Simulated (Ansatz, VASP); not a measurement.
## Al2O in VASP and in Ansatz

```
Al O
1.0
     4.60236    0.00000    0.00000
     0.00000    4.60236    0.00000
     0.00000    0.00000    4.09579
Al O
4 2
Direct
  0.00000 0.00000 0.25000
  0.00000 0.00000 0.75000
  0.00000 0.50000 0.50000
  0.50000 0.00000 0.00000
  0.50000 0.50000 0.00000
  0.50000 0.50000 0.50000
```

Alike in both runs: task relaxation of cell and atoms; functional PBE; k mesh 4 × 4 × 4; occupations gaussian, width 0.1 eV; no spin polarisation.

```csv
,VASP,Ansatz
version,VASP 6.6.1,Ansatz 0.2.0
potentials or method,"VASP PAW PBE potentials, release 64 (Al, O), cutoff 600 eV","scalar-relativistic, plane waves, PAW"
valence electrons in the cell,24,24
```

Ansatz gave:

* gap on the k mesh at the Fermi level, each at its own relaxed structure (eV): none
* relaxed volume (Å³/atom): 18.10
* relaxed cell length with the largest relative difference (Å): 9.326

Question: What did VASP give for the same quantities?

Answer: gap on the k mesh at the Fermi level, each at its own relaxed structure (eV): none; relaxed volume (Å³/atom): 15.55; relaxed cell length with the largest relative difference (Å): 6.695.

A gap of «none» marks a metal or a gap that the smearing closes. One of these differences is far larger than is usual between the two programs; its cause wasn't traced.

The k mesh is coarse, so the values compare programs but aren't converged.
